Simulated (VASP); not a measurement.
Input of a VASP 6.6.1 run:

The input INCAR:

```
SYSTEM = MgO
ALGO = Normal ; EDIFF = 1E-6
ENCUT = 600 ; GGA = PS
GGA_COMPAT = .FALSE. ; ISIF = 2
ISMEAR = 0 ; LASPH = .TRUE.
LCHARG = .TRUE. ; LELF = .TRUE.
LREAL = .FALSE. ; LVHAR = .TRUE.
LWAVE = .FALSE. ; NBANDS = 11
NELM = 120 ; PREC = Accurate
SIGMA = 0.02
```

The input KPOINTS:

```
k-points
0
G
  10 10 10
  0 0 0
```

Contents of POSCAR:

```
MgO
1.0
    0.0000000000      2.0608701064      2.0608701064
    2.0608701064      0.0000000000      2.0608701064
    2.0608701064      2.0608701064      0.0000000000
Mg O
1 1
Direct
    0.0000000000      0.0000000000      0.0000000000
    0.5000000000      0.5000000000      0.5000000000
```

Potentials or basis: VASP PAW PBE potentials, release 64 (Mg, O).

Command:

```sh
$ cat potpaw_PBE.64/Mg/POTCAR potpaw_PBE.64/O/POTCAR > POTCAR
$ mpirun -np 1 vasp_std > vasp.out
```

(1) What does it give for the band gap on the k mesh?

(2) What does it give for the pressure?

## Answers

(1) 5.29 eV, direct.

(2) 11.4 GPa.

Caveat: the PAW data sets were made with another functional, which shifts forces and pressure a little.
